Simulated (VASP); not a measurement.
Wanted: the native input for a VASP 6.6.1 run.

- Task: single point
- Functional: PBE
- Potentials or basis: VASP PAW PBE potentials, release 64 (P, B)
- Cutoff: 520 eV
- k mesh: 4 × 4 × 4
- Occupations: fermi-dirac, width 0.06 eV
- Spin: no spin polarisation
- Dipole correction: no
- Further INCAR settings: ALGO = Normal; EDIFF = 1e-06; NBANDS = 11

The structure of BP lies in POSCAR:

```
BP
1.0
    0.0000000000      2.2690000000      2.2690000000
    2.2690000000      0.0000000000      2.2690000000
    2.2690000000      2.2690000000      0.0000000000
P B
1 1
Direct
    0.7500000000      0.7500000000      0.7500000000
    0.0000000000      0.0000000000      0.0000000000
```

The input as run:

INCAR

```
PREC = Accurate ; ENCUT = 520
EDIFF = 1E-6 ; ISMEAR = -1
SIGMA = 0.06 ; LREAL = False
LASPH = True ; NELM = 60
ALGO = Normal ; ISIF = 2
LWAVE = False ; LCHARG = True
GGA = PE ; LELF = True
LVHAR = True ; NBANDS = 11
```

KPOINTS

```
regular mesh
0
Gamma
  4 4 4
```

Potentials or basis: VASP PAW PBE potentials, release 64 (P, B).

Launch:

```bash
$ cat potpaw_PBE.64/P/POTCAR potpaw_PBE.64/B/POTCAR > POTCAR
$ mpirun -np 1 vasp_std > vasp.out
```

It gave:

- Pressure: 2.0 GPa
- Band gap on the k mesh: 1.31 eV (least direct gap 3.38 eV)

Caveat: the k points lie up to 0.60 Å⁻¹ apart.

It took 2.7 s on 1 thread of AMD EPYC 7R13 Processor (Zen 3) (shared host), peak memory 0.1 GiB.
